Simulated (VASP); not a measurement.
Set up this calculation in VASP 6.6.1, as the native input.

```
Task                   : single point
Functional             : PBEsol
Potentials or basis    : VASP PAW PBE potentials, release 64 (Mn_pv, S)
Cutoff                 : 520 eV
k mesh                 : 14 × 14 × 14
Occupations            : gaussian, width 0.2 eV
Spin                   : collinear spin, ferromagnetic start
Starting moments       : [4.29, 0.0] μB
Dipole correction      : no
Further INCAR settings : ALGO = Normal; EDIFF = 1e-07; NBANDS = 20
```

The structure of MnS lies in POSCAR:

```
MnS
1.0
    0.0000000000      2.7294253091      2.7294253091
    2.7294253091      0.0000000000      2.7294253091
    2.7294253091      2.7294253091      0.0000000000
Mn S
1 1
Direct
    0.0000000000      0.0000000000      0.0000000000
    0.7500000000      0.7500000000      0.7500000000
```

One way to write it, as run:

INCAR

```
SYSTEM = MnS
PREC = Accurate
ENCUT = 520
EDIFF = 1E-7
ISMEAR = 0
SIGMA = 0.2
LREAL = .FALSE.
LASPH = .TRUE.
NELM = 150
ALGO = Normal
ISIF = 2
LWAVE = .FALSE.
LCHARG = .TRUE.
ISPIN = 2
MAGMOM = 4.29 0
LORBIT = 11
LMAXMIX = 4
GGA = PS
LELF = .TRUE.
LVHAR = .TRUE.
NBANDS = 20
```

KPOINTS

```
regular mesh
0
G
  14 14 14
  0 0 0
```

Potentials or basis: VASP PAW PBE potentials, release 64 (Mn_pv, S).

Run with:

```sh
$ cat potpaw_PBE.64/Mn_pv/POTCAR potpaw_PBE.64/S/POTCAR > POTCAR
$ mpirun -np 1 vasp_std > vasp.out
```

Results of the run:

- Pressure: 0.2 GPa
- Net moment: 4.59 μB per cell
- Site moments: Mn +4.09; S +0.05 μB
- Valence electrons inside the program's atomic spheres: Mn 11.47; S 3.74

Caveat: the PAW data sets were made with another functional, which shifts forces and pressure a little; a cell with one magnetic atom can't hold antiferromagnetic order, which such compounds often take.

It took 4.1 min on 1 thread of Intel Xeon 8259CL (shared host), peak memory 0.28 GiB.
